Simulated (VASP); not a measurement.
AgPbCl4, 6 atoms in the cell. Symmetry: P4/mmm, No. 123, tetragonal system. The conventional cell has a = 4.785 Å, b = 4.785 Å, c = 6.871 Å, α = 90.00°, β = 90.00°, γ = 90.00°. Within 3.8 Å of Ag (site symmetry 4/mmm) lie 8 Cl at 2.89 Å. Within 4.0 Å of Pb (site symmetry 4/mmm) lie 8 Cl at 3.00 Å. Cl (site symmetry 2mm) has 2 Ag at 2.89 Å and 2 Pb at 3.00 Å and 6 Cl at 3.25 to 3.62 Å within 3.8 Å. 

- Program: VASP 6.6.1
- Task: single point
- Functional: PBE
- Potentials or basis: VASP PAW PBE potentials, release 64 (Ag, Pb_d, Cl)
- Cutoff: 520 eV
- k mesh: 4 × 4 × 4
- Occupations: gaussian, width 0.1 eV
- Spin: no spin polarisation
- Dipole correction: no
- Further INCAR settings: ALGO = Normal; EDIFF = 1e-06; NBANDS = 36

Potentials or basis: VASP PAW PBE potentials, release 64 (Ag, Pb_d, Cl).

Launch:

```sh
$ cat potpaw_PBE.64/Ag/POTCAR potpaw_PBE.64/Pb_d/POTCAR potpaw_PBE.64/Cl/POTCAR > POTCAR
$ mpirun -np 1 vasp_std > vasp.out
```

Hardware: 1 thread of Intel Xeon 8259CL, on a shared host.

Problem. How long does it take, and how much memory?

Solution. It took 2.2 min on 1 thread of Intel Xeon 8259CL, on a shared host, peak memory 0.3 GiB. Counts: scf iterations 14, k points 18.
